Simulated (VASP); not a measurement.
Input of a VASP 6.6.1 run:

File INCAR:

```
  PREC = Accurate
  ENCUT = 600
  EDIFF = 1E-6
  ISMEAR = 0
  SIGMA = 0.1
  LREAL = F
  LASPH = T
  NELM = 150
  ALGO = Normal
  ISIF = 3
  LWAVE = F
  LCHARG = F
  ISPIN = 2
  MAGMOM = 2.65
  LORBIT = 11
  LMAXMIX = 4
  GGA = PS
  IBRION = 2
  NSW = 100
  EDIFFG = -0.05
```

KPOINTS

```
Automatic mesh
0
Gamma
  10 10 10
```

The input POSCAR:

```
Fe
1.0
   -1.4430000000      1.4430000000      1.4430000000
    1.4430000000     -1.4430000000      1.4430000000
    1.4430000000      1.4430000000     -1.4430000000
Fe
1
Direct
    0.0000000000      0.0000000000      0.0000000000
```

Potentials or basis: VASP PAW PBE potentials, release 64 (Fe).

The run is started by

```sh
$ cat potpaw_PBE.64/Fe/POTCAR > POTCAR
$ mpirun -np 1 vasp_std > vasp.out
```

(1) Estimate the net moment.

(2) What does it give for the relaxed volume?

## Answers

(1) 2.13 μB per cell.

(2) 10.84 Å³/atom.

Caveat: the PAW data sets were made with another functional, which shifts forces and pressure a little.
